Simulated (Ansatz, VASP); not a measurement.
Two plane-wave programs on ScAl3

```
Sc Al
1.0
     4.14160    0.00000    0.00000
     0.00000    4.14160    0.00000
     0.00000    0.00000    4.14160
Sc Al
1 3
Direct
  0.00000 0.00000 0.00000
  0.50000 0.00000 0.50000
  0.00000 0.50000 0.50000
  0.50000 0.50000 0.00000
```

Alike in both runs: task single point; functional r2SCAN; k mesh 7 × 7 × 7; no spin polarisation.

```csv
,VASP,Ansatz
version,VASP 6.6.1,Ansatz 0.2.0
potentials or method,"VASP PAW PBE potentials, release 64 (Sc_sv, Al), cutoff 520 eV","plane waves, PAW"
occupations,"fermi-dirac, width 0.1 eV",fermi-dirac
valence electrons in the cell,20,20
```

```tsv
	VASP	Ansatz	Ansatz less VASP
pressure (GPa)	-3.5	-3.5	+0.01
```

VASP's potentials were made for PBE, not for r2SCAN.
